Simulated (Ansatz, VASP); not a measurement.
# Two plane-wave programs on Ti

Contents of INCAR:

```
PREC = Accurate ; ENCUT = 520
EDIFF = 1E-6 ; ISMEAR = 0
SIGMA = 0.15 ; LREAL = False
LASPH = True ; NELM = 100
ALGO = Fast ; ISIF = 2
LWAVE = False ; LCHARG = False
GGA = PS ; NBANDS = 25
```

File KPOINTS:

```
regular mesh
0
Gamma
  12 12 18
```

Contents of POSCAR:

```
Ti
1.0
    4.2490506191      0.0000000000      0.0000000000
   -2.1245253095      3.6797857781      0.0000000000
    0.0000000000      0.0000000000      3.1605187931
Ti
3
Direct
    0.0000000000      0.0000000000      0.0000000000
    0.3333333333      0.6666666667      0.5000000000
    0.6666666667      0.3333333333      0.5000000000
```

Input for Ansatz:

```yaml
crystal:
  lattice:
    - [4.2490506191, 0.0, 0.0]
    - [-2.1245253095, 3.6797857781, 0.0]
    - [0.0, 0.0, 3.1605187931]
  atoms:
    - { symbol: Ti, position: [0.0, 0.0, 0.0] }
    - { symbol: Ti, position: [0.3333333333, 0.6666666667, 0.5] }
    - { symbol: Ti, position: [0.6666666667, 0.3333333333, 0.5] }
basis:
  ecutwfc: 420
kpoints:
  mp_grid: { grid: [12, 12, 18] }
hamiltonian:
  xc: pbesol
scf:
  occupations: { method: gaussian, width: 0.15 }
output:
  forces: true
  stress: true
  eigenvalues: true
```

Alike in both runs: task single point; functional PBEsol; k mesh 12 × 12 × 18; occupations gaussian, width 0.15 eV; no spin polarisation.

|  | VASP | Ansatz |
| --- | --- | --- |
| version | VASP 6.6.1 | Ansatz 0.2.0 |
| potentials or method | VASP PAW PBE potentials, release 64 (Ti_sv), cutoff 520 eV | scalar-relativistic, plane waves, PAW |
| valence electrons in the cell | 36 | 36 |

|  | VASP | Ansatz | Ansatz less VASP |
| --- | --- | --- | --- |
| gap on the k mesh at the Fermi level (eV) | none | none | - |
| pressure (GPa) | 0.0 | 0.2 | +0.24 |
| traceless stress, the component that is largest in VASP (GPa) | -14.37 | -14.40 | -0.035 |

VASP's potentials were made for PBE, not for PBEsol. A gap of «none» marks a metal or a gap that the smearing closes.
